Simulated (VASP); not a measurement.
# HgTe (Coloradoite) (F-43m) in VASP: a series of runs

Aim: see how the results for HgTe (Coloradoite) move with the level of theory and the settings. Levels: PBEsol+D3(BJ), BLYP+D4, RPBE, r2SCAN. Tasks: single point.

Everything below comes from runs of VASP 6.6.1. Logs are shortened: lines on timing, memory, paths and dates and some standing lists are left out, and cuts for length are marked.

### 1 The cell of the first run

The structure is cubic, space group F-43m (No. 216). Conventional cell: a = 6.555 Å, b = 6.555 Å, c = 6.555 Å, α = 90.00°, β = 90.00°, γ = 90.00°. Within 3.7 Å of Hg (site symmetry -43m) lie 4 Te at 2.84 Å. Within 3.7 Å of Te (site symmetry -43m) lie 4 Hg at 2.84 Å.

### 2 Single point, PBEsol+D3(BJ)

Contents of INCAR:

```
SYSTEM = HgTe
  PREC = Accurate
  ENCUT = 520
  EDIFF = 1E-6
  ISMEAR = -1
  SIGMA = 0.05
  LREAL = .False.
  LASPH = .True.
  NELM = 60
  ALGO = Normal
  ISIF = 2
  LWAVE = .False.
  LCHARG = .False.
  GGA = PS
  IVDW = 12
  NBANDS = 16
```

Contents of KPOINTS:

```
regular mesh
0
Gamma
  7 7 7
  0 0 0
```

Contents of POSCAR:

```
HgTe
1.0
    0.0000000000      3.2775454177      3.2775454177
    3.2775454177      0.0000000000      3.2775454177
    3.2775454177      3.2775454177      0.0000000000
Hg Te
1 1
Direct
    0.0000000000      0.0000000000      0.0000000000
    0.7500000000      0.7500000000      0.7500000000
```

Potentials or basis: VASP PAW PBE potentials, release 64 (Hg, Te).

Run with:

```sh
cat potpaw_PBE.64/Hg/POTCAR potpaw_PBE.64/Te/POTCAR > POTCAR
mpirun -np 1 vasp_std > vasp.out
```

OUTCAR:

```text
SYSTEM = HgTe
   PREC = Accurate
   ENCUT = 520
   EDIFF = 1E-6
   ISMEAR = -1
   LREAL = .False.
   LASPH = .True.
   NELM = 60
   ISIF = 2
   GGA = PS
   IVDW = 12
 IVDW          = 12

 ion  position               nearest neighbor table
   1  0.000  0.000  0.000-   2 2.84   2 2.84   2 2.84   2 2.84
   2  0.750  0.750  0.750-   1 2.84   1 2.84   1 2.84   1 2.84

  LATTYP: Found a face centered cubic cell.
 ALAT       =     6.5550908354

  Lattice vectors:

 A1 = (   0.0000000000,   3.2775454177,   3.2775454177)
 A2 = (   3.2775454177,   0.0000000000,   3.2775454177)
 A3 = (   3.2775454177,   3.2775454177,   0.0000000000)

Analysis of symmetry for initial positions (statically):
=====================================================================
 Subroutine PRICEL returns:
 Original cell was already a primitive cell.

 Routine SETGRP: Setting up the symmetry group for a
 face centered cubic supercell.

 Subroutine GETGRP returns: Found 24 space group operations
 (whereof 24 operations were pure point group operations)
 out of a pool of 48 trial point group operations.

The static configuration has the point symmetry T_d .

Analysis of symmetry for dynamics (positions and initial velocities):
=====================================================================
 Subroutine PRICEL returns:
 Original cell was already a primitive cell.

 Routine SETGRP: Setting up the symmetry group for a
 face centered cubic supercell.

 Subroutine GETGRP returns: Found 24 space group operations
 (whereof 24 operations were pure point group operations)
 out of a pool of 48 trial point group operations.

The dynamic configuration has the point symmetry T_d .

 Subroutine INISYM returns: Found 24 space group operations
 (whereof 24 operations are pure point group operations),
 and found     1 'primitive' translations

----------------------------------------------------------------------------------------

                                     Primitive cell

  volume of cell :      70.4168

  direct lattice vectors                    reciprocal lattice vectors
     0.000000000  3.277545418  3.277545418    -0.152553187  0.152553187  0.152553187
     3.277545418  0.000000000  3.277545418     0.152553187 -0.152553187  0.152553187
     3.277545418  3.277545418  0.000000000     0.152553187  0.152553187 -0.152553187

  length of vectors
     4.635149181  4.635149181  4.635149181     0.264229871  0.264229871  0.264229871

  position of ions in fractional coordinates (direct lattice)
     0.000000000  0.000000000  0.000000000
     0.750000000  0.750000000  0.750000000

  ion indices of the primitive-cell ions
   primitive index   ion index
                 1           1
                 2           2

----------------------------------------------------------------------------------------

 KPOINTS: regular mesh

Automatic generation of k-mesh.
 Grid dimensions read from file:
 generate k-points for:    7    7    7

 Generating k-lattice:

  Cartesian coordinates                     Fractional coordinates (reciprocal lattice)
    -0.021793312  0.021793312  0.021793312     0.142857143  0.000000000  0.000000000
     0.021793312 -0.021793312  0.021793312     0.000000000  0.142857143  0.000000000
     0.021793312  0.021793312 -0.021793312     0.000000000  0.000000000  0.142857143

  Length of vectors
     0.037747124  0.037747124  0.037747124

  Shift w.r.t. Gamma in fractional coordinates (k-lattice)
     0.000000000  0.000000000  0.000000000

 Subroutine IBZKPT returns following result:
 ===========================================

 Found     20 irreducible k-points:

 Following reciprocal coordinates:
            Coordinates               Weight
  0.000000  0.000000  0.000000      1.000000
  0.142857  0.000000  0.000000      8.000000
  0.285714  0.000000  0.000000      8.000000
  0.428571  0.000000  0.000000      8.000000
  0.142857  0.142857  0.000000      6.000000
  0.285714  0.142857  0.000000     24.000000
[... 12 lines left out ...]
 -0.428571  0.428571  0.142857     24.000000
 -0.285714  0.428571  0.142857     24.000000
   k-points           NKPTS =     20   k-points in BZ     NKDIM =     20   number of bands    NBANDS=     16
   number of dos      NEDOS =    301   number of ions     NIONS =      2
   total plane-waves  NPLWV =  46656
   dimension x,y,z NGX =    36 NGY =   36 NGZ =   36
   dimension x,y,z NGXF=    72 NGYF=   72 NGZF=   72
   ions per type =               1   1
   NGX,Y,Z   is equivalent  to a cutoff of  12.91, 12.91, 12.91 a.u.
   NGXF,Y,Z  is equivalent  to a cutoff of  25.82, 25.82, 25.82 a.u.
 SYSTEM =  HgTe
   PREC   = accura    normal or accurate (medium, high low for compatibility)
   ISTART =      0    job   : 0-new  1-cont  2-samecut
   ICHARG =      2    charge: 1-file 2-atom 10-const
   ISPIN  =      1    spin polarized calculation?
   LNONCOLLINEAR =      F non collinear calculations
   LSORBIT =      F    spin-orbit coupling
   LASPH  =      T    aspherical Exc in radial PAW
   ENCUT  =  520.0 eV  38.22 Ry    6.18 a.u.   8.62  8.62  8.62*2*pi/ulx,y,z
   NELM   =     60;   NELMIN=  2; NELMDL= -5     # of ELM steps
   EDIFF  = 0.1E-05   stopping-criterion for ELM
   LREAL  =      F    real-space projection
   EDIFFG = 0.1E-04   stopping-criterion for IOM
   NSW    =      0    number of steps for IOM
   IBRION =     -1    ionic relax: 0-MD 1-quasi-New 2-CG
   NFREE  =      0    steps in history (QN), initial steepest desc. (CG)
   ISIF   =      2    stress and relaxation
   ISYM   =      2    0-nonsym 1-usesym 2-fastsym
   POTIM  = 0.5000    time-step for ionic-motion
   TEBEG  =    0.0;   TEEND  =   0.0 temperature during run
   PSTRESS=    0.0 pullay stress
   NELECT =      18.0000    total number of electrons
   NUPDOWN=      -1.0000    fix difference up-down
   EMIN   =  10.00;   EMAX   =-10.00  energy-range for DOS
   EFERMI =   0.00;   METHOD = LEGACY
   ISMEAR =    -1;   SIGMA  =   0.05  broadening in eV -4-tet -1-fermi 0-gaus
   EFERMI_NEDOS =   21; number of points for ismear=-14 and -15
   IALGO  =     38    algorithm
   IMIX   =      4    mixing-type and parameters
     AMIX     =   0.40;   BMIX     =  1.00
     AMIX_MAG =   1.60;   BMIX_MAG =  1.00
  volume/ion in A,a.u.               =      35.21       237.60
  Fermi-wavevector in a.u.,A,eV,Ry     =   1.038979  1.963386 14.687193  1.079478
  Thomas-Fermi vector in A             =   2.173489
   LORBIT       =      0    0 simple, 1 ext, 2 COOP (PROOUT), +10 PAW based schemes
   GGA     = PS    functional components
   LHFCALC =     F    Hartree Fock is set to
   AEXX    =    0.0000 exact exchange contribution
   IVDW    =    12    specifies the selected vdW correction
   LEPSILON=     F    determine dielectric tensor
   LRPA    =     F    only Hartree local field effects (RPA)
 non-spin polarized calculation
  energy-cutoff  :      520.00
  volume of cell :       70.42
 maximum number of plane-waves:      1917
   NGX = 17   NGY = 17   NGZ = 17

 number of electron      18.0000002 magnetization

 Free energy of the ion-electron system (eV)
  ---------------------------------------------------
  ext. energy  EPLUGINS =         0.00000000
  ---------------------------------------------------
  free energy    TOTEN  =        -4.36972468 eV

  energy without entropy =       -4.36897667  energy(sigma->0) =       -4.36935067

 E-fermi :   2.5648     XC(G=0):  -8.7453

 val. band max:        2.5207462874   @ k =   0.0000   0.0000   0.0000
 cond. band min:       3.1674450594   @ k =   0.1429   0.0000   0.0000
 fundamental gap:      0.6466987720
 Fermi energy:         2.5648301320

 k-point     1 :       0.0000    0.0000    0.0000
  band No.  band energies     occupation
      1      -9.2089      2.00000
      2      -4.5887      2.00000
      3      -4.5887      2.00000
      4      -4.5887      2.00000
      5      -4.1031      2.00000
      6      -4.1031      2.00000
[... 8 lines left out ...]
     15      11.9955      0.00000
     16      11.9955      0.00000

 k-point     2 :       0.1429    0.0000    0.0000
  band No.  band energies     occupation
      1      -9.1170      2.00000
      2      -4.5635      2.00000
      3      -4.5635      2.00000
      4      -4.5505      2.00000
      5      -4.1052      2.00000
      6      -4.1052      2.00000
[... 8 lines left out ...]
     15      11.1140      0.00000
     16      11.1140      0.00000

 k-point     3 :       0.2857    0.0000    0.0000
  band No.  band energies     occupation
      1      -8.8985      2.00000
      2      -4.5125      2.00000
      3      -4.5125      2.00000
      4      -4.3726      2.00000
      5      -4.1016      2.00000
      6      -4.1016      2.00000
[... 8 lines left out ...]
     15      11.0675      0.00000
     16      11.0675      0.00000

 k-point     4 :       0.4286    0.0000    0.0000
  band No.  band energies     occupation
      1      -8.7105      2.00000
      2      -4.4797      2.00000
      3      -4.4797      2.00000
      4      -4.0873      2.00000
      5      -4.0873      2.00000
      6      -3.9674      2.00000
[... 8 lines left out ...]
     15      12.0802      0.00000
     16      12.0802      0.00000
[... 248 lines left out ...]
 k-point    18 :      -0.4286    0.2857    0.1429
  band No.  band energies     occupation
      1      -8.5934      2.00000
      2      -4.4271      2.00000
      3      -4.4009      2.00000
      4      -4.1663      2.00000
      5      -4.0919      2.00000
      6      -3.8209      2.00000
[... 8 lines left out ...]
     15      12.2597      0.00000
     16      12.9477      0.00000

 k-point    19 :      -0.4286    0.4286    0.1429
  band No.  band energies     occupation
      1      -8.5298      2.00000
      2      -4.3967      2.00000
      3      -4.3413      2.00000
      4      -4.2362      2.00000
      5      -4.0729      2.00000
      6      -3.7335      2.00000
[... 8 lines left out ...]
     15      13.0250      0.00000
     16      13.4904      0.00000

 k-point    20 :      -0.2857    0.4286    0.1429
  band No.  band energies     occupation
      1      -8.5136      2.00000
      2      -4.3945      2.00000
      3      -4.3502      2.00000
      4      -4.1638      2.00000
      5      -4.1120      2.00000
      6      -3.6055      2.00000
[... 8 lines left out ...]
     15      12.4608      0.00000
     16      14.0924      0.00000

------------------------ aborting loop because EDIFF is reached ----------------------------------------

 Edisp (eV)   -0.68014

 E8    (eV) :    -0.4642

  FORCE on cell =-STRESS in cart. coord.  units (eV):
  Direction    XX          YY          ZZ          XY          YZ          ZX
  --------------------------------------------------------------------------------------
  -------------------------------------------------------------------------------------
  Total      -0.99752    -0.99752    -0.99752     0.00000     0.00000     0.00000
  in kB     -22.69633   -22.69633   -22.69633     0.00000     0.00000     0.00000
  external pressure =      -22.70 kB  Pullay stress =        0.00 kB

 VOLUME and BASIS-vectors are now :
 -----------------------------------------------------------------------------
  energy-cutoff  :      520.00
  volume of cell :       70.42
      direct lattice vectors                 reciprocal lattice vectors
     0.000000000  3.277545418  3.277545418    -0.152553187  0.152553187  0.152553187
     3.277545418  0.000000000  3.277545418     0.152553187 -0.152553187  0.152553187
     3.277545418  3.277545418  0.000000000     0.152553187  0.152553187 -0.152553187

 POSITION                                       TOTAL-FORCE (eV/Angst)
 -----------------------------------------------------------------------------------
      0.00000      0.00000      0.00000         0.000000      0.000000      0.000000
      4.91632      4.91632      4.91632        -0.000000     -0.000000     -0.000000
 -----------------------------------------------------------------------------------
    total drift:                                0.000000      0.000000      0.000000

  FREE ENERGIE OF THE ION-ELECTRON SYSTEM (eV)
  ---------------------------------------------------
  free  energy   TOTEN  =        -5.0498676328 eV

  energy  without entropy=       -5.0491196213  energy(sigma->0) =       -5.04949363
```

Wall time 36 s (1 thread of Intel Xeon 8259CL, shared host); peak memory 0.22 GiB.

What came out:

```
Free energy                : -5.0499 eV
Pressure                   : -2.3 GPa
Band gap on the k mesh     : zero (filled and empty bands touch)
Dispersion energy per atom : -0.340 eV
```

Levels at points of the mesh, in eV from the Fermi level:
| k point | band 7 | band 8 | band 9 | band 10 | band 11 | band 12 |
| --- | --- | --- | --- | --- | --- | --- |
| (0.00, 0.00, 0.00) | -0.95 | -0.04 | -0.04 | -0.04 | 4.21 | 4.21 |

Caveat: the PAW data sets were made with another functional, which shifts forces and pressure a little; spin-orbit coupling is left out, which moves the levels of the heavy elements; pairwise dispersion overbinds metals, which lowers pressure and volume.

### 3 Single point, BLYP+D4

This run uses another cell than the first one, of 36.05 Å³/atom, 1.024 times its volume.

Contents of INCAR:

```
SYSTEM = HgTe
PREC = Accurate
ENCUT = 520
EDIFF = 1E-7
ISMEAR = -1
SIGMA = 0.05
LREAL = .FALSE.
LASPH = .TRUE.
NELM = 100
ALGO = Normal
ISIF = 2
LWAVE = .FALSE.
LCHARG = .FALSE.
GGA = B5
ALDAX = 1.0
AGGAX = 1.0
AGGAC = 1.0
ALDAC = 0.0
IVDW = 13
VDW_S6 = 1.0
VDW_S8 = 2.34076671
VDW_A1 = 0.44488865
VDW_A2 = 4.0933009
NBANDS = 16
```

Contents of KPOINTS:

```
Automatic mesh
0
G
  7 7 7
  0 0 0
```

Contents of POSCAR:

```
HgTe
1.0
    0.0000000000      3.3033661274      3.3033661274
    3.3033661274      0.0000000000      3.3033661274
    3.3033661274      3.3033661274      0.0000000000
Hg Te
1 1
Direct
    0.0000000000      0.0000000000      0.0000000000
    0.7500000000      0.7500000000      0.7500000000
```

Potentials or basis: VASP PAW PBE potentials, release 64 (Hg, Te).

Run with:

```sh
cat potpaw_PBE.64/Hg/POTCAR potpaw_PBE.64/Te/POTCAR > POTCAR
mpirun -np 1 vasp_std > vasp.out
```

OUTCAR:

```text
SYSTEM = HgTe
   PREC = Accurate
   ENCUT = 520
   EDIFF = 1E-7
   ISMEAR = -1
   LREAL = .FALSE.
   LASPH = .TRUE.
   NELM = 100
   ISIF = 2
   GGA = B5
   IVDW = 13

 ion  position               nearest neighbor table
   1  0.000  0.000  0.000-   2 2.86   2 2.86   2 2.86   2 2.86
   2  0.750  0.750  0.750-   1 2.86   1 2.86   1 2.86   1 2.86

  LATTYP: Found a face centered cubic cell.
 ALAT       =     6.6067322548

  Lattice vectors:

 A1 = (   0.0000000000,   3.3033661274,   3.3033661274)
 A2 = (   3.3033661274,   0.0000000000,   3.3033661274)
 A3 = (   3.3033661274,   3.3033661274,   0.0000000000)

Analysis of symmetry for initial positions (statically):
=====================================================================
 Subroutine PRICEL returns:
 Original cell was already a primitive cell.

 Routine SETGRP: Setting up the symmetry group for a
 face centered cubic supercell.

 Subroutine GETGRP returns: Found 24 space group operations
 (whereof 24 operations were pure point group operations)
 out of a pool of 48 trial point group operations.

The static configuration has the point symmetry T_d .

Analysis of symmetry for dynamics (positions and initial velocities):
=====================================================================
[... 156 lines left out ...]
 fundamental gap:      0.6235778121
 Fermi energy:         2.8981406321

 k-point     1 :       0.0000    0.0000    0.0000
  band No.  band energies     occupation
      1      -8.7066      2.00000
      2      -4.1692      2.00000
      3      -4.1692      2.00000
      4      -4.1692      2.00000
      5      -3.7183      2.00000
      6      -3.7183      2.00000
[... 357 lines left out ...]
      3      -3.9475      2.00000
      4      -3.7728      2.00000
      5      -3.7240      2.00000
      6      -3.2530      2.00000
[... 8 lines left out ...]
     15      12.8925      0.00000
     16      14.4435      0.00000

------------------------ aborting loop because EDIFF is reached ----------------------------------------

  DFT-D4 for vdW energy calculation

  Edisp (eV):   -1.32173

  FORCE on cell =-STRESS in cart. coord.  units (eV):
  Direction    XX          YY          ZZ          XY          YZ          ZX
  --------------------------------------------------------------------------------------
  -------------------------------------------------------------------------------------
  Total       0.09371     0.09371     0.09371    -0.00000     0.00000    -0.00000
  in kB       2.08255     2.08255     2.08255    -0.00000     0.00000    -0.00000
  external pressure =        2.08 kB  Pullay stress =        0.00 kB

 VOLUME and BASIS-vectors are now :
 -----------------------------------------------------------------------------
  energy-cutoff  :      520.00
  volume of cell :       72.09
      direct lattice vectors                 reciprocal lattice vectors
     0.000000000  3.303366127  3.303366127    -0.151360758  0.151360758  0.151360758
     3.303366127  0.000000000  3.303366127     0.151360758 -0.151360758  0.151360758
     3.303366127  3.303366127  0.000000000     0.151360758  0.151360758 -0.151360758

 POSITION                                       TOTAL-FORCE (eV/Angst)
 -----------------------------------------------------------------------------------
      0.00000      0.00000      0.00000         0.000000      0.000000      0.000000
      4.95505      4.95505      4.95505        -0.000000     -0.000000     -0.000000
 -----------------------------------------------------------------------------------
    total drift:                               -0.000000     -0.000000     -0.000000

  FREE ENERGIE OF THE ION-ELECTRON SYSTEM (eV)
  ---------------------------------------------------
  free  energy   TOTEN  =        -3.9434702507 eV

  energy  without entropy=       -3.9426800025  energy(sigma->0) =       -3.94307513
```

stdout:

```text
POSCAR found type information on POSCAR HgTe
 POSCAR found :  2 types and       2 ions
 scaLAPACK will be used
 -----------------------------------------------------------------------------
|                                                                             |
|                                                                             |
|     You enforced a specific xc type in the INCAR file but a different       |
|     I HOPE YOU KNOW WHAT YOU ARE DOING!                                     |
|                                                                             |
 -----------------------------------------------------------------------------

 LDA part: xc-table for (Slater(with rela. corr.)+VWN5), standard interpolation
 POSCAR, INCAR and KPOINTS ok, starting setup
 FFT: planning ... GRIDC
 FFT: planning ... GRID_SOFT
 FFT: planning ... GRID
 WAVECAR not read
 entering main loop
```

It took 57 s on 1 thread of Intel Xeon 8259CL, shared host; peak memory 0.22 GiB.

Results:

```yaml
Free_energy: -3.9435 eV
Pressure: 0.2 GPa
Band_gap_on_the_k_mesh: zero (filled and empty bands touch)
Dispersion_energy_per_atom: -0.661 eV
```

Caveat: the PAW data sets were made with another functional, which shifts forces and pressure a little; spin-orbit coupling is left out, which moves the levels of the heavy elements; pairwise dispersion overbinds metals, which lowers pressure and volume.

[end of part 1 of 2]
